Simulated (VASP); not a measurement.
TaC3, 4 atoms in the cell. It takes space group Pm-3m (No. 221, cubic). Conventional cell: a = 4.057 Å, b = 4.057 Å, c = 4.057 Å, α = 90.00°, β = 90.00°, γ = 90.00°. Ta (site symmetry m-3m) has 6 C at 2.03 Å within 2.7 Å. Within 2.7 Å of C (site symmetry 4/mmm) lie 2 Ta at 2.03 Å. The cell was generated, and may not be a known phase.

```yaml
Program: VASP 6.6.1
Task: relaxation of cell and atoms
Functional: PBE
Potentials_or_basis: VASP PAW PBE potentials, release 64 (Ta_pv, C)
Cutoff: 600 eV
k_mesh: 4 × 4 × 4
Occupations: gaussian, width 0.1 eV
Spin: no spin polarisation
Dipole_correction: no
Further_INCAR_settings: ALGO = Normal; EDIFF = 1e-06; IBRION = 2; EDIFFG = -0.04; NSW = 90; ISIF = 3
```

Potentials or basis: VASP PAW PBE potentials, release 64 (Ta_pv, C).

Command:

```console
$ cat potpaw_PBE.64/Ta_pv/POTCAR potpaw_PBE.64/C/POTCAR > POTCAR
$ mpirun -np 1 vasp_std > vasp.out
```

Hardware: 1 thread of Intel Xeon 8259CL, with other jobs on the host.

Question: Estimate the wall time of this run.

Answer: It took 39 s on 1 thread of Intel Xeon 8259CL, on a shared host, peak memory 0.18 GiB. Counts: scf iterations 34, k points 10, ion steps 3.
